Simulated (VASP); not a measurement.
A run of VASP 6.6.1 is set up as follows.

POSCAR

```
BaOs2Rh2
1.0
    0.0000000000      4.1542820000      0.0000000000
    4.1542820000      0.0000000000      0.0000000000
    2.0771410000      2.0771410000     -6.0213330000
Os Rh Ba
2 2 1
Direct
    0.7500000000      0.2500000000      0.5000000000
    0.2500000000      0.7500000000      0.5000000000
    0.3750000000      0.3750000000      0.2500000000
    0.6250000000      0.6250000000      0.7500000000
    0.0000000000      0.0000000000      0.0000000000
```

INCAR.step1

```
SYSTEM = BaOs2Rh2
ALGO = Normal
EDIFF = 1E-4
ENCUT = 520
GGA = PE
ISMEAR = -1
ISYM = 0
LASPH = .TRUE.
LCHARG = .FALSE.
LREAL = .FALSE.
LWAVE = .TRUE.
NBANDS = 36
NELM = 60
PREC = Accurate
SIGMA = 0.1
```

The input INCAR.step2:

```
SYSTEM = BaOs2Rh2
ALGO = Normal
EDIFF = 1E-6
ENCUT = 520
ISIF = 2
ISMEAR = -1
ISTART = 1
ISYM = 0
LASPH = .TRUE.
LCHARG = .TRUE.
LELF = .TRUE.
LMIXTAU = .TRUE.
LREAL = .FALSE.
LVHAR = .TRUE.
LWAVE = .FALSE.
METAGGA = R2SCAN
NBANDS = 36
NELM = 60
PREC = Accurate
SIGMA = 0.1
```

The input KPOINTS:

```
Automatic mesh
0
Gamma
  5 5 5
  0.5 0.5 0.5
```

Potentials or basis: VASP PAW PBE potentials, release 64 (Os, Rh_pv, Ba_sv).

Run with:

```console
$ cat potpaw_PBE.64/Os/POTCAR potpaw_PBE.64/Rh_pv/POTCAR potpaw_PBE.64/Ba_sv/POTCAR > POTCAR
$ cp INCAR.step1 INCAR
$ mpirun -np 1 vasp_std > vasp.out
$ cp INCAR.step2 INCAR
$ mpirun -np 1 vasp_std > vasp.out
```

Problem. What does it give for the largest force?

Solution. 0.164 eV/Å.

Problem. What does it give for the pressure?

Solution. -5.8 GPa.

Problem. What does it give for the band gap on the k mesh?

Solution. Zero (bands 28 and 29 overlap by 0.44 eV).

Forces on the atoms (eV/Å):
```
Os   0.000  0.000  0.000
Os   0.000  0.000  0.000
Rh   0.000  0.000 -0.164
Rh   0.000  0.000  0.164
Ba   0.000  0.000  0.000
```

Caveat: the cell stands under tension; the PAW data sets were made with another functional, which shifts forces and pressure a little; spin-orbit coupling is left out, which moves the levels of the heavy elements.
